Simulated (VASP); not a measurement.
# InP (pbe) (F-43m) in VASP: a series of runs

Runs on InP (pbe). Level: PBE. Tasks: single point, relaxation of the atoms.

Everything below comes from runs of VASP 6.6.1. Logs are shortened: lines on timing, memory, paths and dates and some standing lists are left out, and cuts for length are marked.

## 1. The cell of the first run

It takes space group F-43m (No. 216, cubic). Conventional cell: a = 5.900 Å, b = 5.900 Å, c = 5.900 Å, α = 90.00°, β = 90.00°, γ = 90.00°. Within 3.4 Å of In (site symmetry -43m) lie 4 P at 2.55 Å. P (site symmetry -43m) has 4 In at 2.55 Å within 3.4 Å.

## 2. Single point, PBE (strained cell)

File INCAR:

```
PREC = Accurate
ENCUT = 500
EDIFF = 1E-6
ISMEAR = 0
SIGMA = 0.02
LREAL = F
LASPH = T
NELM = 120
ALGO = Normal
ISIF = 2
LWAVE = F
LCHARG = T
GGA = PE
LELF = T
LVHAR = T
NBANDS = 16
GGA_COMPAT = F
```

File KPOINTS:

```
Automatic mesh
0
Gamma
  10 10 10
```

File POSCAR:

```
InP
1.0
    0.0000000000      2.9497573479      2.9497573479
    2.9497573479      0.0000000000      2.9497573479
    2.9497573479      2.9497573479      0.0000000000
In P
1 1
Direct
    0.0000000000      0.0000000000      0.0000000000
    0.2500000000      0.2500000000      0.2500000000
```

Potentials or basis: VASP PAW PBE potentials, release 64 (In_d, P).

Run with:

```
$ cat potpaw_PBE.64/In_d/POTCAR potpaw_PBE.64/P/POTCAR > POTCAR
$ mpirun -np 1 vasp_std > vasp.out
```

OUTCAR:

```text
PREC = Accurate
   ENCUT = 500
   EDIFF = 1E-6
   ISMEAR = 0
   LREAL = F
   LASPH = T
   NELM = 120
   ISIF = 2
   GGA = PE

 ion  position               nearest neighbor table
   1  0.000  0.000  0.000-   2 2.55   2 2.55   2 2.55   2 2.55
   2  0.250  0.250  0.250-   1 2.55   1 2.55   1 2.55   1 2.55

  LATTYP: Found a face centered cubic cell.
 ALAT       =     5.8995146958

  Lattice vectors:

 A1 = (   0.0000000000,   2.9497573479,   2.9497573479)
 A2 = (   2.9497573479,   0.0000000000,   2.9497573479)
 A3 = (   2.9497573479,   2.9497573479,   0.0000000000)

Analysis of symmetry for initial positions (statically):
=====================================================================
 Subroutine PRICEL returns:
 Original cell was already a primitive cell.

 Routine SETGRP: Setting up the symmetry group for a
 face centered cubic supercell.

 Subroutine GETGRP returns: Found 24 space group operations
 (whereof 24 operations were pure point group operations)
 out of a pool of 48 trial point group operations.

The static configuration has the point symmetry T_d .

Analysis of symmetry for dynamics (positions and initial velocities):
=====================================================================
 Subroutine PRICEL returns:
 Original cell was already a primitive cell.

 Routine SETGRP: Setting up the symmetry group for a
 face centered cubic supercell.

 Subroutine GETGRP returns: Found 24 space group operations
 (whereof 24 operations were pure point group operations)
 out of a pool of 48 trial point group operations.

The dynamic configuration has the point symmetry T_d .

 Subroutine INISYM returns: Found 24 space group operations
 (whereof 24 operations are pure point group operations),
 and found     1 'primitive' translations

----------------------------------------------------------------------------------------

                                     Primitive cell

  volume of cell :      51.3321

  direct lattice vectors                    reciprocal lattice vectors
     0.000000000  2.949757348  2.949757348    -0.169505468  0.169505468  0.169505468
     2.949757348  0.000000000  2.949757348     0.169505468 -0.169505468  0.169505468
     2.949757348  2.949757348  0.000000000     0.169505468  0.169505468 -0.169505468

  length of vectors
     4.171586847  4.171586847  4.171586847     0.293592083  0.293592083  0.293592083

  position of ions in fractional coordinates (direct lattice)
     0.000000000  0.000000000  0.000000000
     0.250000000  0.250000000  0.250000000

  ion indices of the primitive-cell ions
   primitive index   ion index
                 1           1
                 2           2

----------------------------------------------------------------------------------------

 KPOINTS: Automatic mesh

Automatic generation of k-mesh.
 Grid dimensions read from file:
 generate k-points for:   10   10   10

 Generating k-lattice:

  Cartesian coordinates                     Fractional coordinates (reciprocal lattice)
    -0.016950547  0.016950547  0.016950547     0.100000000  0.000000000  0.000000000
     0.016950547 -0.016950547  0.016950547     0.000000000  0.100000000  0.000000000
     0.016950547  0.016950547 -0.016950547     0.000000000  0.000000000  0.100000000

  Length of vectors
     0.029359208  0.029359208  0.029359208

  Shift w.r.t. Gamma in fractional coordinates (k-lattice)
     0.000000000  0.000000000  0.000000000

 Subroutine IBZKPT returns following result:
 ===========================================

 Found     47 irreducible k-points:

 Following reciprocal coordinates:
            Coordinates               Weight
  0.000000  0.000000  0.000000      1.000000
  0.100000  0.000000  0.000000      8.000000
  0.200000  0.000000  0.000000      8.000000
  0.300000  0.000000  0.000000      8.000000
  0.400000  0.000000  0.000000      8.000000
  0.500000  0.000000  0.000000      4.000000
[... 16 lines left out ...]
  0.300000  0.300000  0.000000      6.000000
  0.400000  0.300000  0.000000     24.000000
 [... further k-points ...]
   k-points           NKPTS =     47   k-points in BZ     NKDIM =     47   number of bands    NBANDS=     16
   number of dos      NEDOS =    301   number of ions     NIONS =      2
   total plane-waves  NPLWV =  27000
   dimension x,y,z NGX =    30 NGY =   30 NGZ =   30
   dimension x,y,z NGXF=    60 NGYF=   60 NGZF=   60
   ions per type =               1   1
   NGX,Y,Z   is equivalent  to a cutoff of  11.96, 11.96, 11.96 a.u.
   NGXF,Y,Z  is equivalent  to a cutoff of  23.91, 23.91, 23.91 a.u.
 SYSTEM =  unknown system
   PREC   = accura    normal or accurate (medium, high low for compatibility)
   ISTART =      0    job   : 0-new  1-cont  2-samecut
   ICHARG =      2    charge: 1-file 2-atom 10-const
   ISPIN  =      1    spin polarized calculation?
   LNONCOLLINEAR =      F non collinear calculations
   LSORBIT =      F    spin-orbit coupling
   LASPH  =      T    aspherical Exc in radial PAW
   ENCUT  =  500.0 eV  36.75 Ry    6.06 a.u.   7.61  7.61  7.61*2*pi/ulx,y,z
   NELM   =    120;   NELMIN=  2; NELMDL= -5     # of ELM steps
   EDIFF  = 0.1E-05   stopping-criterion for ELM
   LREAL  =      F    real-space projection
   EDIFFG = 0.1E-04   stopping-criterion for IOM
   NSW    =      0    number of steps for IOM
   IBRION =     -1    ionic relax: 0-MD 1-quasi-New 2-CG
   NFREE  =      0    steps in history (QN), initial steepest desc. (CG)
   ISIF   =      2    stress and relaxation
   ISYM   =      2    0-nonsym 1-usesym 2-fastsym
   POTIM  = 0.5000    time-step for ionic-motion
   TEBEG  =    0.0;   TEEND  =   0.0 temperature during run
   PSTRESS=    0.0 pullay stress
   NELECT =      18.0000    total number of electrons
   NUPDOWN=      -1.0000    fix difference up-down
   EMIN   =  10.00;   EMAX   =-10.00  energy-range for DOS
   EFERMI =   0.00;   METHOD = LEGACY
   ISMEAR =     0;   SIGMA  =   0.02  broadening in eV -4-tet -1-fermi 0-gaus
   EFERMI_NEDOS =   21; number of points for ismear=-14 and -15
   IALGO  =     38    algorithm
   IMIX   =      4    mixing-type and parameters
     AMIX     =   0.40;   BMIX     =  1.00
     AMIX_MAG =   1.60;   BMIX_MAG =  1.00
  volume/ion in A,a.u.               =      25.67       173.20
  Fermi-wavevector in a.u.,A,eV,Ry     =   1.154435  2.181565 18.132750  1.332719
  Thomas-Fermi vector in A             =   2.291071
   LORBIT       =      0    0 simple, 1 ext, 2 COOP (PROOUT), +10 PAW based schemes
   GGA     = PE    functional components
   LHFCALC =     F    Hartree Fock is set to
   AEXX    =    0.0000 exact exchange contribution
   IVDW    =     0    specifies the selected vdW correction
   LEPSILON=     F    determine dielectric tensor
   LRPA    =     F    only Hartree local field effects (RPA)
 non-spin polarized calculation
 Gauss-broadening in eV      SIGMA  =   0.02
  energy-cutoff  :      500.00
  volume of cell :       51.33
 maximum number of plane-waves:      1326
   NGX = 15   NGY = 15   NGZ = 15

 number of electron      17.9999998 magnetization

 Free energy of the ion-electron system (eV)
  ---------------------------------------------------
  ext. energy  EPLUGINS =         0.00000000
  ---------------------------------------------------
  free energy    TOTEN  =        -8.39881814 eV

  energy without entropy =       -8.39881814  energy(sigma->0) =       -8.39881814

 E-fermi :   5.0801     XC(G=0):  -9.1967

 val. band max:        4.9748547065   @ k =   0.0000   0.0000   0.0000
 cond. band min:       5.5800469873   @ k =   0.0000   0.0000   0.0000
 fundamental gap:      0.6051922808
 Fermi energy:         5.0801413901

 k-point     1 :       0.0000    0.0000    0.0000
  band No.  band energies     occupation
      1      -9.1717      2.00000
      2      -9.1717      2.00000
      3      -9.1717      2.00000
      4      -9.0292      2.00000
      5      -9.0292      2.00000
      6      -6.4094      2.00000
[... 8 lines left out ...]
     15      14.3937      0.00000
     16      14.3937      0.00000

 k-point     2 :       0.1000    0.0000    0.0000
  band No.  band energies     occupation
      1      -9.1831      2.00000
      2      -9.1671      2.00000
      3      -9.1671      2.00000
      4      -9.0292      2.00000
      5      -9.0292      2.00000
      6      -6.2981      2.00000
[... 8 lines left out ...]
     15      13.9162      0.00000
     16      14.0260      0.00000

 k-point     3 :       0.2000    0.0000    0.0000
  band No.  band energies     occupation
      1      -9.2119      2.00000
      2      -9.1560      2.00000
      3      -9.1560      2.00000
      4      -9.0282      2.00000
      5      -9.0282      2.00000
      6      -5.9785      2.00000
[... 8 lines left out ...]
     15      13.5046      0.00000
     16      14.3067      0.00000

 k-point     4 :       0.3000    0.0000    0.0000
  band No.  band energies     occupation
      1      -9.2458      2.00000
      2      -9.1445      2.00000
      3      -9.1445      2.00000
      4      -9.0245      2.00000
      5      -9.0245      2.00000
      6      -5.5011      2.00000
[... 8 lines left out ...]
     15      13.7869      0.00000
     16      13.8858      0.00000
[... 324 lines left out ...]
 k-point    22 :      -0.2000    0.2000    0.0000
  band No.  band energies     occupation
      1      -9.2557      2.00000
      2      -9.1369      2.00000
      3      -9.1353      2.00000
      4      -9.0335      2.00000
      5      -9.0213      2.00000
      6      -5.3391      2.00000
[... 8 lines left out ...]
     15      15.1707      0.00000
     16      16.2202      0.00000

 k-point    23 :       0.3000    0.3000    0.0000
  band No.  band energies     occupation
      1      -9.2924      2.00000
      2      -9.1088      2.00000
      3      -9.1088      2.00000
      4      -9.0583      2.00000
      5      -9.0077      2.00000
      6      -5.1970      2.00000
[... 8 lines left out ...]
     15      15.1398      0.00000
     16      17.7772      0.00000

 k-point    24 :       0.4000    0.3000    0.0000
  band No.  band energies     occupation
      1      -9.3107      2.00000
      2      -9.1002      2.00000
      3      -9.0971      2.00000
      4      -9.0615      2.00000
      5      -9.0043      2.00000
      6      -4.7935      2.00000
[... 8 lines left out ...]
     15      15.5539      0.00000
     16      17.6087      0.00000

 [... further k-points ...]

------------------------ aborting loop because EDIFF is reached ----------------------------------------

  FORCE on cell =-STRESS in cart. coord.  units (eV):
  Direction    XX          YY          ZZ          XY          YZ          ZX
  --------------------------------------------------------------------------------------
  -------------------------------------------------------------------------------------
  Total        0.6028209      0.6028209      0.6028209     -0.0000000      0.0000000     -0.0000000
  in kB       18.8152508     18.8152508     18.8152508     -0.0000000      0.0000000     -0.0000000
  external PRESSURE =      18.8152508 kB  Pullay stress =       0.0000000 kB

 VOLUME and BASIS-vectors are now :
 -----------------------------------------------------------------------------
  energy-cutoff  :      500.00
  volume of cell :       51.33
      direct lattice vectors                 reciprocal lattice vectors
     0.000000000  2.949757348  2.949757348    -0.169505468  0.169505468  0.169505468
     2.949757348  0.000000000  2.949757348     0.169505468 -0.169505468  0.169505468
     2.949757348  2.949757348  0.000000000     0.169505468  0.169505468 -0.169505468

 POSITION                                       TOTAL-FORCE (eV/Angst)
 -----------------------------------------------------------------------------------
      0.00000      0.00000      0.00000         0.000000      0.000000     -0.000000
      1.47488      1.47488      1.47488        -0.000000     -0.000000      0.000000
 -----------------------------------------------------------------------------------
    total drift:                                0.000000      0.000000     -0.000000

  FREE ENERGIE OF THE ION-ELECTRON SYSTEM (eV)
  ---------------------------------------------------
  free  energy   TOTEN  =        -8.3988181394 eV

  energy  without entropy=       -8.3988181394  energy(sigma->0) =       -8.39881814
```

It took 58 s on 1 thread of Intel Xeon 8259CL, shared host; peak memory 0.19 GiB.

Results:

| Quantity | Value |
| --- | --- |
| Free energy | -8.3988 eV |
| Pressure | 1.9 GPa |
| Band gap on the k mesh | 0.61 eV, direct |

Caveat: the cell differs from its parent crystal (strained cell); spin-orbit coupling is left out, which moves the levels of the heavy elements.

(Continued in part 2 of 3.)
